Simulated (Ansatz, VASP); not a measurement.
# Two plane-wave programs on PbS

Contents of INCAR:

```
ALGO = Normal
EDIFF = 1E-6
ENCUT = 520
GGA = PS
ISIF = 2
ISMEAR = -1
LASPH = True
LCHARG = True
LELF = True
LREAL = False
LVHAR = True
LWAVE = False
NBANDS = 17
NELM = 60
PREC = Accurate
SIGMA = 0.05
```

Contents of KPOINTS:

```
k-points
0
Gamma
  5 5 5
```

The input POSCAR:

```
PbS
1.0
    0.0000000000      2.9657500000      2.9657500000
    2.9657500000      0.0000000000      2.9657500000
    2.9657500000      2.9657500000      0.0000000000
Pb S
1 1
Direct
    0.0000000000      0.0000000000      0.0000000000
    0.5000000000      0.5000000000      0.5000000000
```

File input.yaml:

```yaml
crystal:
  lattice:
    - [0.0, 2.96575, 2.96575]
    - [2.96575, 0.0, 2.96575]
    - [2.96575, 2.96575, 0.0]
  atoms:
    - { symbol: Pb, position: [0.0, 0.0, 0.0] }
    - { symbol: S, position: [0.5, 0.5, 0.5] }
hamiltonian:
  xc: pbesol
  pseudopotentials: { kind: paw }
kpoints:
  mp_grid: { grid: [5, 5, 5] }
  band_path:
    path:
      - [[0.0, 0.0, 0.0], [0.5, 0.0, 0.5], [0.5, 0.25, 0.75], [0.375, 0.375, 0.75], [0.0, 0.0, 0.0], [0.5, 0.5, 0.5], [0.625, 0.25, 0.625], [0.5, 0.25, 0.75], [0.5, 0.5, 0.5], [0.375, 0.375, 0.75]]
      - [[0.625, 0.25, 0.625], [0.5, 0.0, 0.5]]
    npoints: 14
scf:
  occupations: { method: fermi_dirac, width: 0.05 }
  n_extra_bands: 6
output:
  forces: true
  stress: true
  eigenvalues: true
  fatbands: false
```

Alike in both runs: functional PBEsol; k mesh 5 × 5 × 5; occupations fermi-dirac, width 0.05 eV; no spin polarisation.

|  | VASP | Ansatz |
| --- | --- | --- |
| version | VASP 6.6.1 | Ansatz 0.2.0 |
| potentials or method | VASP PAW PBE potentials, release 64 (Pb_d, S) | Ansatz PAW |
| plane-wave cutoff (eV) | 520 | 420 |
| valence electrons in the cell | 20 | 20 |
| task | single point | band structure |

|  | VASP | Ansatz | Ansatz less VASP |
| --- | --- | --- | --- |
| pressure (GPa) | -1.1 | -1.1 | +0.05 |

VASP's potentials were made for PBE, not for PBEsol.

Neither program's run includes spin-orbit coupling.
